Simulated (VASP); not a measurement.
# P in VASP: further runs

Runs on P. Level: PBE+D3(BJ). Tasks: single point.

Everything below comes from runs of VASP 6.6.1. Logs are shortened: lines on timing, memory, paths and dates and some standing lists are left out, and cuts for length are marked.

### Step 1. The cell of the first run

The cell holds a slab with vacuum, 8 atoms: a = 3.296 Å, b = 4.439 Å, c = 21.746 Å, α = 90.00°, β = 90.00°, γ = 90.00°.

### Step 2. Single point, PBE+D3(BJ) (layers slid over each other)

INCAR reads:

```
SYSTEM = P
PREC     = Accurate       ! precision mode
ENCUT    = 520            ! plane-wave cutoff, eV
EDIFF    = 1E-6           ! SCF threshold, eV
ISMEAR   = 0              ! smearing method
SIGMA    = 0.05           ! smearing width, eV
LREAL    = .FALSE.        ! projectors in reciprocal space
LASPH    = .TRUE.         ! aspherical terms in the spheres
NELM     = 60             ! most SCF steps
ALGO     = Normal         ! electronic algorithm
ISIF     = 2              ! what is computed and relaxed
LWAVE    = .FALSE.        ! write WAVECAR
LCHARG   = .FALSE.        ! write CHGCAR
LDIPOL   = .TRUE.       
IDIPOL   = 3            
DIPOL    = 0.5 0.5 0.391
GGA      = PE             ! functional
IVDW     = 12             ! dispersion correction
NBANDS   = 30             ! bands
```

KPOINTS reads:

```
regular mesh
0
G
  8 6 1
  0 0 0
```

POSCAR reads:

```
P
1.0
    3.2961869271      0.0000000000      0.0000000000
    0.0000000000      4.4391555608      0.0000000000
    0.0000000000      0.0000000000     21.7461973993
P
8
Direct
    0.5000000000      0.9174951521      0.2069327302
    0.0000000000      0.5825048479      0.2069327302
    0.5000000000      0.0825048479      0.3045635326
    0.0000000000      0.4174951521      0.3045635326
    0.7500000000      0.3325048479      0.4774673249
    0.2500000000     -0.0024854563      0.4774673249
    0.7500000000     -0.5024854563      0.5750981273
    0.2500000000     -0.1674951521      0.5750981273
```

Potentials or basis: VASP PAW PBE potentials, release 64 (P).

On the command line:

```console
$ cat potpaw_PBE.64/P/POTCAR > POTCAR
$ mpirun -np 1 vasp_std > vasp.out
```

OUTCAR:

```text
SYSTEM = P
   PREC = Accurate
   ENCUT = 520
   EDIFF = 1E-6
   ISMEAR = 0
   LREAL = .FALSE.
   LASPH = .TRUE.
   NELM = 60
   ISIF = 2
   GGA = PE
   IVDW = 12
 IVDW          = 12

 ion  position               nearest neighbor table
   1  0.500  0.917  0.207-   2 2.22   2 2.22   3 2.25
   2  0.000  0.583  0.207-   1 2.22   1 2.22   4 2.25
   3  0.500  0.083  0.305-   4 2.22   4 2.22   1 2.25
   4  0.000  0.417  0.305-   3 2.22   3 2.22   2 2.25
   5  0.750  0.333  0.477-   6 2.22   6 2.22   7 2.25
   6  0.250  0.998  0.477-   5 2.22   5 2.22   8 2.25
   7  0.750  0.498  0.575-   8 2.22   8 2.22   5 2.25
   8  0.250  0.833  0.575-   7 2.22   7 2.22   6 2.25

  LATTYP: Found a simple orthorhombic cell.
 ALAT       =     3.2961869271
 B/A-ratio  =     1.3467547985
 C/A-ratio  =     6.5973799060

  Lattice vectors:

 A1 = (   3.2961869271,   0.0000000000,   0.0000000000)
 A2 = (   0.0000000000,   4.4391555608,   0.0000000000)
 A3 = (   0.0000000000,   0.0000000000,  21.7461973993)

Analysis of symmetry for initial positions (statically):
=====================================================================
 Subroutine PRICEL returns:
 Original cell was already a primitive cell.

 Routine SETGRP: Setting up the symmetry group for a
 simple orthorhombic supercell.

 Subroutine GETGRP returns: Found  2 space group operations
 (whereof  1 operations were pure point group operations)
 out of a pool of  8 trial point group operations.

The static configuration has the point symmetry C_1 .
 The point group associated with its full space group is S_2 .

Analysis of symmetry for dynamics (positions and initial velocities):
=====================================================================
 Subroutine PRICEL returns:
 Original cell was already a primitive cell.

 Routine SETGRP: Setting up the symmetry group for a
 simple orthorhombic supercell.

 Subroutine GETGRP returns: Found  2 space group operations
 (whereof  1 operations were pure point group operations)
 out of a pool of  8 trial point group operations.

The dynamic configuration has the point symmetry C_1 .
 The point group associated with its full space group is S_2 .

 Subroutine INISYM returns: Found  2 space group operations
 (whereof  1 operations are pure point group operations),
 and found     1 'primitive' translations

----------------------------------------------------------------------------------------

                                     Primitive cell

[... 116 lines left out ...]
   EFERMI =   0.00;   METHOD = LEGACY
   ISMEAR =     0;   SIGMA  =   0.05  broadening in eV -4-tet -1-fermi 0-gaus
   EFERMI_NEDOS =   21; number of points for ismear=-14 and -15
   IALGO  =     38    algorithm
   IMIX   =      4    mixing-type and parameters
     AMIX     =   0.40;   BMIX     =  1.00
     AMIX_MAG =   1.60;   BMIX_MAG =  1.00
  volume/ion in A,a.u.               =      39.77       268.41
  Fermi-wavevector in a.u.,A,eV,Ry     =   0.820093  1.549751  9.150628  0.672552
  Thomas-Fermi vector in A             =   1.931014
   LORBIT       =      0    0 simple, 1 ext, 2 COOP (PROOUT), +10 PAW based schemes
   GGA     = PE    functional components
   LHFCALC =     F    Hartree Fock is set to
   AEXX    =    0.0000 exact exchange contribution
   IVDW    =    12    specifies the selected vdW correction
   LEPSILON=     F    determine dielectric tensor
   LRPA    =     F    only Hartree local field effects (RPA)
 non-spin polarized calculation
 Gauss-broadening in eV      SIGMA  =   0.05
  energy-cutoff  :      520.00
  volume of cell :      318.20
 maximum number of plane-waves:      8606
 NGX is ok and might be reduce to    28
   NGX = 13   NGY = 17   NGZ = 81

 dipolmoment           0.000000      0.000000      0.000011 electrons x Angstroem

 number of electron      39.9999999 magnetization

 dipolmoment           0.000000      0.000000     -0.000004 electrons x Angstroem

 Free energy of the ion-electron system (eV)
  ---------------------------------------------------
  ext. energy  EPLUGINS =         0.00000000
  ---------------------------------------------------
  free energy    TOTEN  =       -42.89966632 eV

  energy without entropy =      -42.89966548  energy(sigma->0) =      -42.89966590

 E-fermi :   0.5918     XC(G=0):  -5.3157

 val. band max:        0.4572395208   @ k =   0.0000   0.0000   0.0000
 cond. band min:       0.7262573337   @ k =   0.0000   0.0000   0.0000
 fundamental gap:      0.2690178129
 Fermi energy:         0.5917536309

 k-point     1 :       0.0000    0.0000    0.0000
  band No.  band energies     occupation
      1     -14.8379      2.00000
      2     -14.7988      2.00000
      3     -12.2663      2.00000
      4     -12.1539      2.00000
      5      -8.7004      2.00000
      6      -8.6820      2.00000
[... 781 lines left out ...]
     29       5.8038      0.00000
     30       5.8715      0.00000

 [... further k-points ...]

------------------------ aborting loop because EDIFF is reached ----------------------------------------

 vacuum level on the upper side and lower side of the slab       (xc-potential included)        -0.156        -0.159

 Edisp (eV)   -2.27249

 E8    (eV) :    -0.8898

  FORCE on cell =-STRESS in cart. coord.  units (eV):
  Direction    XX          YY          ZZ          XY          YZ          ZX
  --------------------------------------------------------------------------------------
  -------------------------------------------------------------------------------------
  Total      -0.57946    -0.65113    -1.04875     0.01257    -0.06230    -0.17896
  in kB      -2.91769    -3.27855    -5.28063     0.06331    -0.31372    -0.90111
  external pressure =       -3.83 kB  Pullay stress =        0.00 kB

 VOLUME and BASIS-vectors are now :
 -----------------------------------------------------------------------------
  energy-cutoff  :      520.00
  volume of cell :      318.20
      direct lattice vectors                 reciprocal lattice vectors
     3.296186927  0.000000000  0.000000000     0.303380853  0.000000000  0.000000000
     0.000000000  4.439155561  0.000000000     0.000000000  0.225268069  0.000000000
     0.000000000  0.000000000 21.746197399     0.000000000  0.000000000  0.045985051

 POSITION                                       TOTAL-FORCE (eV/Angst)
 -----------------------------------------------------------------------------------
      1.64809      4.07290      4.50000         0.004947     -0.035840      0.071734
      0.00000      2.58583      4.50000         0.007372      0.022737      0.021262
      1.64809      0.36625      6.62310         0.012287      0.032936      0.054662
      0.00000      1.85333      6.62310         0.009258      0.011492      0.012207
      2.47214      1.47604     10.38310        -0.012287     -0.032936     -0.054662
      0.82405      4.42812     10.38310        -0.009258     -0.011492     -0.012207
      2.47214      2.20854     12.50620        -0.004947      0.035840     -0.071734
      0.82405      3.69562     12.50620        -0.007372     -0.022737     -0.021262
 -----------------------------------------------------------------------------------
    total drift:                                0.000000     -0.000006     -0.000073

  FREE ENERGIE OF THE ION-ELECTRON SYSTEM (eV)
  ---------------------------------------------------
  free  energy   TOTEN  =       -45.1721517143 eV

  energy  without entropy=      -45.1721508680  energy(sigma->0) =      -45.17215129

 vacuum level on the upper side and lower side of the slab         5.116         5.114
```

OSZICAR:

```text
N       E                     dE             d eps       ncg     rms          rms(c)
DAV:   1     0.228040999589E+03    0.22804E+03   -0.14581E+04  1560   0.104E+03
DAV:   2    -0.183072935605E+02   -0.24635E+03   -0.23821E+03  2176   0.188E+02
DAV:   3    -0.425090552717E+02   -0.24202E+02   -0.23918E+02  1872   0.620E+01
[... 13 lines left out ...]
DAV:  17    -0.428996395005E+02   -0.88488E-04   -0.64662E-06  1562   0.718E-03    0.213E-03
DAV:  18    -0.428996543278E+02   -0.14827E-04   -0.70021E-07  1572   0.288E-03    0.318E-03
DAV:  19    -0.428996625927E+02   -0.82649E-05   -0.44190E-07  1476   0.190E-03    0.208E-03
DAV:  20    -0.428996658006E+02   -0.32079E-05   -0.12856E-07  1360   0.114E-03    0.651E-04
DAV:  21    -0.428996663227E+02   -0.52206E-06   -0.31660E-08  1330   0.625E-04
   1 F= -.45172152E+02 E0= -.45172151E+02  d E =-.846310E-06
```

stdout:

```text
POSCAR found type information on POSCAR P
 POSCAR found :  1 types and       8 ions
 scaLAPACK will be used
 LDA part: xc-table for (Slater+PW92), standard interpolation
 POSCAR, INCAR and KPOINTS ok, starting setup
 FFT: planning ... GRIDC
 FFT: planning ... GRID_SOFT
 FFT: planning ... GRID
 WAVECAR not read
 entering main loop
```

Wall time 3.3 min (1 thread of Intel Xeon 6975P-C (Granite Rapids), shared host); peak memory 0.45 GiB.

Results:

```
Free energy                : -45.1722 eV
Largest force              : 0.080 eV/Å
Band gap on the k mesh     : 0.27 eV
Dispersion energy per atom : -0.284 eV
```

Forces on the atoms (eV/Å):
```
P    0.005 -0.036  0.072
P    0.007  0.023  0.021
P    0.012  0.033  0.055
P    0.009  0.011  0.012
P   -0.012 -0.033 -0.055
P   -0.009 -0.011 -0.012
P   -0.005  0.036 -0.072
P   -0.007 -0.023 -0.021
```

Levels at points of the mesh, in eV from the valence-band top:
| k point | band 16 | band 17 | band 18 | band 19 | band 20 | band 21 | band 22 | band 23 | band 24 | band 25 |
| --- | --- | --- | --- | --- | --- | --- | --- | --- | --- | --- |
| (0.00, 0.00, 0.00) | -1.89 | -1.89 | -1.79 | -0.31 | 0.00 | 0.27 | 1.17 | 1.44 | 1.45 | 2.60 |
| (0.50, 0.00, 0.00) | -2.82 | -2.36 | -2.32 | -2.01 | -1.98 | 1.09 | 1.09 | 1.24 | 1.24 | 1.74 |
| (0.00, 0.50, 0.00) | -2.68 | -1.32 | -1.17 | -1.15 | -0.97 | 1.91 | 1.93 | 1.99 | 2.06 | 3.12 |
| (0.50, 0.50, 0.00) | -4.93 | -1.66 | -1.58 | -1.33 | -1.24 | 1.92 | 1.98 | 2.61 | 2.64 | 4.13 |

Caveat: the cell differs from its parent crystal (layers slid over each other).

### Step 3. Single point, PBE+D3(BJ) (layers slid over each other)

INCAR reads:

```
SYSTEM = P
PREC     = Accurate       ! precision mode
ENCUT    = 520            ! plane-wave cutoff, eV
EDIFF    = 1E-6           ! SCF threshold, eV
ISMEAR   = 0              ! smearing method
SIGMA    = 0.05           ! smearing width, eV
LREAL    = .False.        ! projectors in reciprocal space
LASPH    = .True.         ! aspherical terms in the spheres
NELM     = 100            ! most SCF steps
ALGO     = Normal         ! electronic algorithm
ISIF     = 2              ! what is computed and relaxed
LWAVE    = .False.        ! write WAVECAR
LCHARG   = .True.         ! write CHGCAR
LDIPOL   = .True.       
IDIPOL   = 3            
DIPOL    = 0.5 0.5 0.414
GGA      = PE             ! functional
IVDW     = 12             ! dispersion correction
LELF     = .True.         ! ELF
LVHAR    = .True.       
LVACPOTAV= .True.       
NBANDS   = 30             ! bands
```

KPOINTS reads:

```
regular mesh
0
Gamma
  8 6 1
  0 0 0
```

POSCAR reads:

```
P
1.0
    3.2961869271      0.0000000000      0.0000000000
    0.0000000000      4.4391555608      0.0000000000
    0.0000000000      0.0000000000     21.7461973993
P
8
Direct
    0.5000000000      0.9174951521      0.2069327302
    0.0000000000      0.5825048479      0.2069327302
    0.5000000000      0.0825048479      0.3045635326
    0.0000000000      0.4174951521      0.3045635326
    0.7500000000      0.3325048479      0.5234523761
    0.2500000000     -0.0024854563      0.5234523761
    0.7500000000     -0.5024854563      0.6210831784
    0.2500000000     -0.1674951521      0.6210831784
```

Potentials or basis: VASP PAW PBE potentials, release 64 (P).

On the command line:

```console
$ cat potpaw_PBE.64/P/POTCAR > POTCAR
$ mpirun -np 1 vasp_std > vasp.out
```

Wall time 3.2 min (1 thread of Intel Xeon 6975P-C (Granite Rapids), shared host); peak memory 0.45 GiB.

The run converged. Its results:

| Item | Value |
| --- | --- |
| Free energy | -45.0243 eV |
| Largest force | 0.065 eV/Å |
| Band gap on the k mesh | 0.53 eV |
| Dispersion energy per atom | -0.265 eV |

Forces on the atoms (eV/Å):
```
P    0.000 -0.030  0.057
P    0.000  0.028  0.052
P    0.000  0.030  0.002
P    0.000 -0.026 -0.002
P    0.000 -0.030 -0.002
P    0.000  0.026  0.002
P    0.000  0.030 -0.057
P    0.000 -0.028 -0.052
```

Levels at points of the mesh, in eV from the valence-band top:
| k point | band 16 | band 17 | band 18 | band 19 | band 20 | band 21 | band 22 | band 23 | band 24 | band 25 |
| --- | --- | --- | --- | --- | --- | --- | --- | --- | --- | --- |
| (0.00, 0.00, 0.00) | -1.83 | -1.79 | -1.79 | -0.07 | 0.00 | 0.53 | 0.93 | 1.55 | 1.55 | 2.71 |
| (0.50, 0.00, 0.00) | -2.76 | -2.11 | -2.11 | -2.03 | -2.02 | 1.25 | 1.25 | 1.30 | 1.30 | 1.90 |
| (0.00, 0.50, 0.00) | -2.59 | -1.12 | -1.07 | -1.06 | -1.01 | 2.04 | 2.07 | 2.09 | 2.11 | 3.34 |
| (0.50, 0.50, 0.00) | -4.89 | -1.39 | -1.37 | -1.32 | -1.30 | 2.27 | 2.29 | 2.49 | 2.50 | 4.24 |

Caveat: the cell differs from its parent crystal (layers slid over each other).

### Step 4. Single point, PBE+D3(BJ) (layers slid over each other)

INCAR reads:

```
SYSTEM = P
ALGO = Normal
DIPOL = 0.5 0.5 0.373
EDIFF = 1E-6
ENCUT = 520
GGA = PE
IDIPOL = 3
ISIF = 2
ISMEAR = 0
IVDW = 12
LASPH = .TRUE.
LCHARG = .FALSE.
LDIPOL = .TRUE.
LREAL = .FALSE.
LWAVE = .FALSE.
NBANDS = 30
NELM = 80
PREC = Accurate
SIGMA = 0.05
```

KPOINTS reads:

```
k-points
0
G
  8 6 1
  0 0 0
```

POSCAR reads:

```
P
1.0
    3.2961869271      0.0000000000      0.0000000000
    0.0000000000      4.4391555608      0.0000000000
    0.0000000000      0.0000000000     21.7461973993
P
8
Direct
    0.5000000000      0.9174951521      0.2069327302
    0.0000000000      0.5825048479      0.2069327302
    0.5000000000      0.0825048479      0.3045635326
    0.0000000000      0.4174951521      0.3045635326
    0.8750000000      0.4575048479      0.4406792840
    0.3750000000      0.1225145437      0.4406792840
    0.8750000000     -0.3774854563      0.5383100863
    0.3750000000     -0.0424951521      0.5383100863
```

On the command line:

```console
$ cat potpaw_PBE.64/P/POTCAR > POTCAR
$ mpirun -np 1 vasp_std > vasp.out
```

Wall time 3.4 min (1 thread of Intel Xeon 6975P-C (Granite Rapids), shared host); peak memory 0.45 GiB.

It converged, with:

```yaml
Free_energy: -44.9854 eV
Largest_force: 0.359 eV/Å
Band_gap_on_the_k_mesh: 0.40 eV (least direct gap 0.41 eV)
Dispersion_energy_per_atom: -0.308 eV
```

Forces on the atoms (eV/Å):
```
P    0.045 -0.085 -0.238
P    0.034  0.107 -0.133
P    0.087 -0.176 -0.301
P    0.092 -0.008 -0.232
P   -0.087  0.176  0.301
P   -0.092  0.008  0.232
P   -0.045  0.085  0.238
P   -0.034 -0.107  0.133
```

Levels at points of the mesh, in eV from the valence-band top:
```tsv
k point	band 18	band 19	band 20	band 21	band 22	band 23
(0.00, 0.00, 0.00)	-1.57	-0.93	-0.17	0.40	1.08	1.51
(0.50, 0.00, 0.00)	-2.67	-1.62	-1.59	0.72	0.72	1.28
(0.00, 0.50, 0.00)	-1.28	-1.20	-0.66	1.26	1.81	2.10
(0.50, 0.50, 0.00)	-2.23	-0.92	-0.83	1.40	1.46	3.02
```

Caveat: the cell differs from its parent crystal (layers slid over each other).

(Part 1 of 2 ends here.)
